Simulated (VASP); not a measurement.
# SnSe2 (P-3m1) in VASP: further runs, part 2 of 2

VASP 6.6.1.

### Step 5. Relaxation of shape and atoms at fixed volume, PBE (27.52 Å³/atom)

This run uses another cell than the first one, of 27.52 Å³/atom.

File INCAR:

```
SYSTEM = SnSe2
ALGO     = Normal         ! electronic algorithm
EDIFF    = 1E-6           ! SCF threshold, eV
EDIFFG   = -0.01          ! ionic threshold
ENCUT    = 600            ! plane-wave cutoff, eV
GGA      = PE             ! functional
IBRION   = 2              ! ionic algorithm
ISIF     = 4              ! what is computed and relaxed
ISMEAR   = 0              ! smearing method
LASPH    = .True.         ! aspherical terms in the spheres
LCHARG   = .False.        ! write CHGCAR
LREAL    = .False.        ! projectors in reciprocal space
LWAVE    = .False.        ! write WAVECAR
NELM     = 60             ! most SCF steps
NSW      = 50             ! ionic steps
PREC     = Accurate       ! precision mode
SIGMA    = 0.02           ! smearing width, eV
```

File KPOINTS:

```
k-points
0
Gamma
  12 12 4
  0 0 0
```

File POSCAR:

```
SnSe2
1.0
    3.8209884131      0.0000000000      0.0000000000
   -1.9104942066      3.3090730333      0.0000000000
    0.0000000000      0.0000000000      6.5292245599
Sn Se
1 2
Direct
    0.0000000000      0.0000000000      0.0000000000
    0.3333333333      0.6666666667      0.2419371998
    0.6666666667      0.3333333333      0.7580628002
```

Potentials or basis: VASP PAW PBE potentials, release 64 (Sn_d, Se).

The run is started by

```
$ cat potpaw_PBE.64/Sn_d/POTCAR potpaw_PBE.64/Se/POTCAR > POTCAR
$ mpirun -np 1 vasp_std > vasp.out
```

OUTCAR:

```text
SYSTEM = SnSe2
   EDIFF = 1E-6
   EDIFFG = -0.01
   ENCUT = 600
   GGA = PE
   IBRION = 2
   ISIF = 4
   ISMEAR = 0
   LASPH = .True.
   LREAL = .False.
   NELM = 60
   NSW = 50
   PREC = Accurate

 ion  position               nearest neighbor table
   1  0.000  0.000  0.000-   2 2.71   3 2.71   3 2.71   2 2.71   3 2.71   2 2.71
   2  0.333  0.667  0.242-   1 2.71   1 2.71   1 2.71
   3  0.667  0.333  0.758-   1 2.71   1 2.71   1 2.71

  LATTYP: Found a hexagonal cell.
 ALAT       =     3.8209884131
 C/A-ratio  =     1.7087789477

  Lattice vectors:

 A1 = (   3.8209884131,   0.0000000000,   0.0000000000)
 A2 = (  -1.9104942066,   3.3090730333,   0.0000000000)
 A3 = (   0.0000000000,   0.0000000000,   6.5292245599)

Analysis of symmetry for initial positions (statically):
=====================================================================
 Subroutine PRICEL returns:
 Original cell was already a primitive cell.

 Routine SETGRP: Setting up the symmetry group for a
 hexagonal supercell.

 Subroutine GETGRP returns: Found 12 space group operations
 (whereof 12 operations were pure point group operations)
 out of a pool of 24 trial point group operations.

The static configuration has the point symmetry D_3d.

Analysis of symmetry for dynamics (positions and initial velocities):
=====================================================================
 Subroutine PRICEL returns:
 Original cell was already a primitive cell.

 Routine SETGRP: Setting up the symmetry group for a
 hexagonal supercell.

 Subroutine GETGRP returns: Found 12 space group operations
 (whereof 12 operations were pure point group operations)
 out of a pool of 24 trial point group operations.

The dynamic configuration has the point symmetry D_3d.

 Subroutine INISYM returns: Found 12 space group operations
 (whereof 12 operations are pure point group operations),
 and found     1 'primitive' translations

----------------------------------------------------------------------------------------

                                     Primitive cell

  volume of cell :      82.5551

  direct lattice vectors                    reciprocal lattice vectors
     3.820988413  0.000000000  0.000000000     0.261712387  0.151099717  0.000000000
    -1.910494207  3.309073033  0.000000000     0.000000000  0.302199435  0.000000000
     0.000000000  0.000000000  6.529224560     0.000000000  0.000000000  0.153157544

  length of vectors
     3.820988413  3.820988413  6.529224560     0.302199435  0.302199435  0.153157544

  position of ions in fractional coordinates (direct lattice)
     0.000000000  0.000000000  0.000000000
     0.333333333  0.666666667  0.241937200
     0.666666667  0.333333333  0.758062800

  ion indices of the primitive-cell ions
   primitive index   ion index
                 1           1
                 2           2
                 3           3

----------------------------------------------------------------------------------------

 KPOINTS: k-points

Automatic generation of k-mesh.
 Grid dimensions read from file:
[... 23 lines left out ...]
  0.083333  0.000000  0.000000      6.000000
  0.166667  0.000000  0.000000      6.000000
  0.250000  0.000000  0.000000      6.000000
  0.333333  0.000000  0.000000      6.000000
  0.416667  0.000000  0.000000      6.000000
[... 16 lines left out ...]
  0.166667  0.000000  0.250000      6.000000
  0.000000  0.166667  0.250000      6.000000
 [... further k-points ...]
   k-points           NKPTS =     69   k-points in BZ     NKDIM =     69   number of bands    NBANDS=     17
   number of dos      NEDOS =    301   number of ions     NIONS =      3
   total plane-waves  NPLWV =  55296
   dimension x,y,z NGX =    32 NGY =   32 NGZ =   54
   dimension x,y,z NGXF=    64 NGYF=   64 NGZF=  108
   ions per type =               1   2
   NGX,Y,Z   is equivalent  to a cutoff of  13.92, 13.92, 13.75 a.u.
   NGXF,Y,Z  is equivalent  to a cutoff of  27.85, 27.85, 27.50 a.u.
 SYSTEM =  SnSe2
   PREC   = accura    normal or accurate (medium, high low for compatibility)
   ISTART =      0    job   : 0-new  1-cont  2-samecut
   ICHARG =      2    charge: 1-file 2-atom 10-const
   ISPIN  =      1    spin polarized calculation?
   LNONCOLLINEAR =      F non collinear calculations
   LSORBIT =      F    spin-orbit coupling
   LASPH  =      T    aspherical Exc in radial PAW
   ENCUT  =  600.0 eV  44.10 Ry    6.64 a.u.   7.63  7.63 13.04*2*pi/ulx,y,z
   NELM   =     60;   NELMIN=  2; NELMDL= -5     # of ELM steps
   EDIFF  = 0.1E-05   stopping-criterion for ELM
   LREAL  =      F    real-space projection
   EDIFFG = -.1E-01   stopping-criterion for IOM
   NSW    =     50    number of steps for IOM
   IBRION =      2    ionic relax: 0-MD 1-quasi-New 2-CG
   NFREE  =      1    steps in history (QN), initial steepest desc. (CG)
   ISIF   =      4    stress and relaxation
   ISYM   =      2    0-nonsym 1-usesym 2-fastsym
   POTIM  = 0.5000    time-step for ionic-motion
   TEBEG  =    0.0;   TEEND  =   0.0 temperature during run
   PSTRESS=    0.0 pullay stress
   NELECT =      26.0000    total number of electrons
   NUPDOWN=      -1.0000    fix difference up-down
   EMIN   =  10.00;   EMAX   =-10.00  energy-range for DOS
   EFERMI =   0.00;   METHOD = LEGACY
   ISMEAR =     0;   SIGMA  =   0.02  broadening in eV -4-tet -1-fermi 0-gaus
   EFERMI_NEDOS =   21; number of points for ismear=-14 and -15
   IALGO  =     38    algorithm
   IMIX   =      4    mixing-type and parameters
     AMIX     =   0.40;   BMIX     =  1.00
     AMIX_MAG =   1.60;   BMIX_MAG =  1.00
  volume/ion in A,a.u.               =      27.52       185.70
  Fermi-wavevector in a.u.,A,eV,Ry     =   1.113828  2.104829 16.879556  1.240612
  Thomas-Fermi vector in A             =   2.250417
   LORBIT       =      0    0 simple, 1 ext, 2 COOP (PROOUT), +10 PAW based schemes
   GGA     = PE    functional components
   LHFCALC =     F    Hartree Fock is set to
   AEXX    =    0.0000 exact exchange contribution
   IVDW    =     0    specifies the selected vdW correction
   LEPSILON=     F    determine dielectric tensor
   LRPA    =     F    only Hartree local field effects (RPA)
 conjugate gradient relaxation of ions
 non-spin polarized calculation
 Gauss-broadening in eV      SIGMA  =   0.02
  energy-cutoff  :      600.00
  volume of cell :       82.56
 maximum number of plane-waves:      2786
 NGX is ok and might be reduce to    32
   NGX = 15   NGY = 15   NGZ = 27

--------------------------------------- Ionic step        1  -------------------------------------------

 number of electron      26.0000000 magnetization

 Free energy of the ion-electron system (eV)
  ---------------------------------------------------
  ext. energy  EPLUGINS =         0.00000000
  ---------------------------------------------------
  free energy    TOTEN  =       -11.84466368 eV

  energy without entropy =      -11.84466368  energy(sigma->0) =      -11.84466368

------------------------ aborting loop because EDIFF is reached ----------------------------------------

  FORCE on cell =-STRESS in cart. coord.  units (eV):
  Direction    XX          YY          ZZ          XY          YZ          ZX
  --------------------------------------------------------------------------------------
  -------------------------------------------------------------------------------------
  Total        1.3188877      1.3188877      1.1929848     -0.0000000      0.0000000      0.0000000
  in kB       25.5961550     25.5961550     23.1527096     -0.0000000      0.0000000      0.0000000
  external PRESSURE =      24.7816732 kB  Pullay stress =       0.0000000 kB
[... 246 lines left out ...]
--------------------------------------- Ionic step        8  -------------------------------------------

 number of electron      25.9999995 magnetization

 Free energy of the ion-electron system (eV)
  ---------------------------------------------------
  ext. energy  EPLUGINS =         0.00000000
  ---------------------------------------------------
  free energy    TOTEN  =       -11.86019316 eV

  energy without entropy =      -11.86019316  energy(sigma->0) =      -11.86019316

 E-fermi :   3.6002     XC(G=0):  -9.1527

 val. band max:        3.4327040369   @ k =   0.1667   0.0000   0.0000
 cond. band min:       4.1349997525   @ k =   0.5000   0.0000   0.5000
 fundamental gap:      0.7022957156
 Fermi energy:         3.6002041918

 k-point     1 :       0.0000    0.0000    0.0000
  band No.  band energies     occupation
      1     -17.7127      2.00000
      2     -17.7127      2.00000
      3     -17.6795      2.00000
      4     -17.6699      2.00000
      5     -17.6699      2.00000
      6     -10.0507      2.00000
[... 457 lines left out ...]
      4     -17.6719      2.00000
      5     -17.6690      2.00000
      6      -9.7346      2.00000
[... 9 lines left out ...]
     16       8.4877      0.00000
     17       8.6066      0.00000

 [... further k-points ...]
[... 5 lines left out ...]
  --------------------------------------------------------------------------------------
  -------------------------------------------------------------------------------------
  Total        0.3640961      0.3640961      0.3871966     -0.0000000      0.0000000      0.0000000
  in kB        7.0661514      7.0661514      7.5144715     -0.0000000      0.0000000      0.0000000
  external PRESSURE =       7.2155914 kB  Pullay stress =       0.0000000 kB
[... 18 lines left out ...]
  FREE ENERGIE OF THE ION-ELECTRON SYSTEM (eV)
  ---------------------------------------------------
  free  energy   TOTEN  =       -11.8601931556 eV

  energy  without entropy=      -11.8601931556  energy(sigma->0) =      -11.86019316

 reached required accuracy - stopping structural energy minimisation
```

It took 5.9 min on 1 thread of Intel Xeon 6975P-C, shared host; peak memory 0.31 GiB.

Results:

| Item | Value |
| --- | --- |
| Free energy | -11.8602 eV |
| Energy gained by relaxing | 5.2 meV/atom |
| Ionic steps | 8 |
| Pressure after relaxing | 0.7 GPa |
| Band gap on the k mesh | 0.70 eV (least direct gap 1.11 eV) |

The path:
| step | energy change (eV) | largest force (eV/Å) | pressure (GPa) | volume (Å³) |
| --- | --- | --- | --- | --- |
| 1 | 0.0000 | 0.2912 | 2.48 | 82.56 |
| 2 | -0.0067 | 0.1655 | 1.99 | 82.56 |
| 3 | -0.0106 | 0.0426 | 1.18 | 82.56 |
| 4 | -0.0146 | 0.0242 | 0.91 | 82.56 |
| 5 | -0.0155 | 0.0119 | 0.71 | 82.56 |
| 6 | -0.0155 | 0.0108 | 0.69 | 82.56 |
| 7 | -0.0155 | 0.0103 | 0.67 | 82.56 |
| 8 | -0.0155 | 0.0018 | 0.72 | 82.56 |

Final structure:
```xyz
3
Lattice="3.8627 0.0000 0.0000 -1.9313 3.3452 0.0000 0.0000 0.0000 6.3890" Properties=species:S:1:pos:R:3 pbc="T T T"
Sn   -1.9313    3.3452    0.0000
Se    0.0000    2.2301    1.5958
Se    1.9313    1.1151    4.7932
```

Caveat: semilocal functionals underestimate gaps, and a narrow one can read as zero; spin-orbit coupling is left out, which moves the levels of the heavy elements; this functional lacks dispersion, which binds layers or chains, so the pressure and a relaxed spacing across them are unreliable. A k mesh can miss the band edges.

### Step 6. Summary

```csv
task,level,cell,cutoff (eV),gap on the mesh (eV),pressure (GPa),largest force (eV/Å)
single point,PBE,"a = 3.872, b = 3.872, c = 7.684 Å, angles 90.0, 90.0, 120.0°, 3 atoms, atomic positions A",520,0.75,0.0,0.02
single point,r2SCAN,"a = 3.872, b = 3.872, c = 6.988 Å, angles 90.0, 90.0, 120.0°, 3 atoms, atomic positions B",520,0.98,-1.8,0.26
relaxation of shape and atoms at fixed volume,PBE,"relaxed from a = 3.815, b = 3.815, c = 6.335 Å, angles 90.0, 90.0, 120.0°, 3 atoms, atomic positions C",600,0.65,1.4,-
relaxation of shape and atoms at fixed volume,PBE,"relaxed from a = 3.821, b = 3.821, c = 6.529 Å, angles 90.0, 90.0, 120.0°, 3 atoms, atomic positions D",600,0.70,0.7,-
```

Alike in all rows: potentials or basis VASP PAW PBE potentials, release 64 (Sn_d, Se); no spin polarisation; k mesh 12 × 12 × 4; smearing gaussian 0.02 eV.

Caveats: spin-orbit coupling is left out, which moves the levels of the heavy elements; semilocal functionals underestimate gaps, and a narrow one can read as zero (at least some runs); this functional lacks dispersion, which binds layers or chains, so the pressure and a relaxed spacing across them are unreliable (at least some runs); the PAW data sets were made with another functional, which shifts forces and pressure a little (at least some runs).

Absolute energies hang on the potentials; compare differences alone.
